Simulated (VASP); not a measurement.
Wanted: the native input for a VASP 6.6.1 run.

```yaml
Task: single point
Functional: LDA
Potentials_or_basis: VASP PAW LDA potentials, release 64 (Ga_d, Sb)
Cutoff: 520 eV
k_mesh: 10 × 10 × 10
Occupations: gaussian, width 0.15 eV
Spin: no spin polarisation
Dipole_correction: no
Further_INCAR_settings: ALGO = Normal; EDIFF = 1e-07; NBANDS = 22
```

The structure of GaSb3 lies in POSCAR:

```
GaSb3
1.0
   -0.1448800451      3.6220011279      3.3565084452
    3.4771210828      0.0000000000      3.2116284001
    3.6220011279      3.6220011279     -0.1448800451
Ga Sb
1 3
Direct
    0.0000000000      0.0000000000      0.0000000000
    0.2500000000      0.2500000000      0.2500000000
    0.7500000000      0.7500000000      0.7500000000
    0.5000000000      0.5000000000      0.5000000000
```

This cell differs from its parent crystal: engineering shear strain xz -0.0800, normal strain along z -0.0733.

The input as run:

INCAR

```
ALGO = Normal
EDIFF = 1E-7
ENCUT = 520
ISIF = 2
ISMEAR = 0
LASPH = True
LCHARG = False
LREAL = False
LWAVE = False
NBANDS = 22
NELM = 100
PREC = Accurate
SIGMA = 0.15
```

KPOINTS

```
k-points
0
Gamma
  10 10 10
```

Potentials or basis: VASP PAW LDA potentials, release 64 (Ga_d, Sb).

Run with:

```bash
$ cat potpaw_LDA.64/Ga_d/POTCAR potpaw_LDA.64/Sb/POTCAR > POTCAR
$ mpirun -np 1 vasp_std > vasp.out
```

Results of the run:

```json
{
 "Pressure": "7.4 GPa",
 "Largest force": "0.317 eV/Å",
 "Band gap on the k mesh": "zero (bands 14 and 15 overlap by 4.10 eV)"
}
```

Caveat: the cell differs from its parent crystal (engineering shear strain xz -0.0800, normal strain along z -0.0733); the cell stands under pressure; spin-orbit coupling is left out, which moves the levels of the heavy elements.

Run time: 5.7 min on 1 thread of Intel(R) Xeon(R) Platinum 8259CL CPU @ 2.50GHz (Skylake/Cascade Lake), with other jobs on the host, peak memory 0.58 GiB.
